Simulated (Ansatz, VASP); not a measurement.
# Two plane-wave programs on Be2As3P

Contents of POSCAR:

```
Be2As3P
1.0
    2.6933236939      1.5549911614      4.2404929869
   -2.6933236939      1.5549911614      4.2404929869
    0.0000000000     -3.1099823177      4.2404929888
Be As P
2 3 1
Direct
    0.4140183980      0.4140183980      0.4140183980
    0.5859816020      0.5859816020      0.5859816020
    0.0000000000      0.0000000000      0.5000000000
    0.0000000000      0.5000000000      0.0000000000
    0.5000000000      0.0000000000      0.0000000000
    0.0000000000      0.0000000000      0.0000000000
```

The input INCAR.step1:

```
PREC     = Accurate       # precision mode
ENCUT    = 520            # plane-wave cutoff, eV
ISMEAR   = -1             # smearing method
SIGMA    = 0.03           # smearing width, eV
LREAL    = False          # projectors in reciprocal space
LASPH    = True           # aspherical terms in the spheres
NELM     = 60             # most SCF steps
NBANDS   = 21             # bands
GGA      = PE             # functional
ALGO     = Normal         # electronic algorithm
EDIFF    = 1E-4           # SCF threshold, eV
LWAVE    = True           # write WAVECAR
LCHARG   = False          # write CHGCAR
```

The input INCAR.step2:

```
PREC     = Accurate       # precision mode
ENCUT    = 520            # plane-wave cutoff, eV
EDIFF    = 1E-6           # SCF threshold, eV
ISMEAR   = -1             # smearing method
SIGMA    = 0.03           # smearing width, eV
LREAL    = False          # projectors in reciprocal space
LASPH    = True           # aspherical terms in the spheres
NELM     = 60             # most SCF steps
ALGO     = Normal         # electronic algorithm
ISIF     = 2              # what is computed and relaxed
LWAVE    = False          # write WAVECAR
LCHARG   = True           # write CHGCAR
METAGGA  = R2SCAN         # meta-GGA
LMIXTAU  = True         
LUSE_VDW = True         
IVDW_NL  = 2            
BPARAM   = 11.95        
CPARAM   = 0.0093       
LELF     = True           # ELF
LVHAR    = True         
NBANDS   = 21             # bands
ISTART   = 1
```

Contents of KPOINTS:

```
Automatic mesh
0
Gamma
  6 6 6
```

Input for Ansatz:

```yaml
crystal:
  lattice:
    - [2.6933236939, 1.5549911614, 4.2404929869]
    - [-2.6933236939, 1.5549911614, 4.2404929869]
    - [0.0, -3.1099823177, 4.2404929888]
  atoms:
    - { symbol: Be, position: [0.414018398, 0.414018398, 0.414018398] }
    - { symbol: Be, position: [0.585981602, 0.585981602, 0.585981602] }
    - { symbol: As, position: [0.0, 0.0, 0.5] }
    - { symbol: As, position: [0.0, 0.5, 0.0] }
    - { symbol: As, position: [0.5, 0.0, 0.0] }
    - { symbol: P, position: [0.0, 0.0, 0.0] }
kpoints:
  mp_grid: { grid: [6, 6, 6] }
  band_path:
    path:
      - [0.0, 0.0, 0.0]
      - [0.5, 0.5, 0.5]
      - [0.7436871321, 0.2563128679, 0.5]
      - [0.5, -0.2563128679, 0.2563128679]
      - [0.5, 0.0, 0.0]
      - [0.3781564339, -0.3781564339, 0.0]
      - [0.6218435661, 0.0, 0.3781564339]
      - [0.5, 0.0, 0.5]
    npoints: 1
hamiltonian:
  xc: r2scan
  dispersion: rvv10
scf:
  occupations: { method: fermi_dirac, width: 0.03 }
  n_extra_bands: 5
output:
  forces: true
  stress: true
  eigenvalues: true
  write_density: true
  write_potential: true
  elf: true
  volumetric_format: npy
```

Alike in both runs: task single point; functional r2SCAN; dispersion rVV10; k mesh 6 × 6 × 6; occupations fermi-dirac, width 0.03 eV; no spin polarisation.

|  | VASP | Ansatz |
| --- | --- | --- |
| version | VASP 6.6.1 | Ansatz 0.2.0 |
| potentials or method | VASP PAW PBE potentials, release 64 (Be, As, P) | plane waves, PAW |
| plane-wave cutoff (eV) | 520 | 500 |
| valence electrons in the cell | 24 | 54 |

|  | VASP | Ansatz | Ansatz less VASP |
| --- | --- | --- | --- |
| pressure (GPa) | 0.1 | 0.0 | -0.13 |
| traceless stress, the component that is largest in VASP (GPa) | -0.09 | -0.02 | +0.070 |

VASP's potentials were made for PBE, not for r2SCAN. VASP's potentials hold 24 valence electrons a cell and Ansatz's 54, so a difference there can come from the potentials and not from the codes.
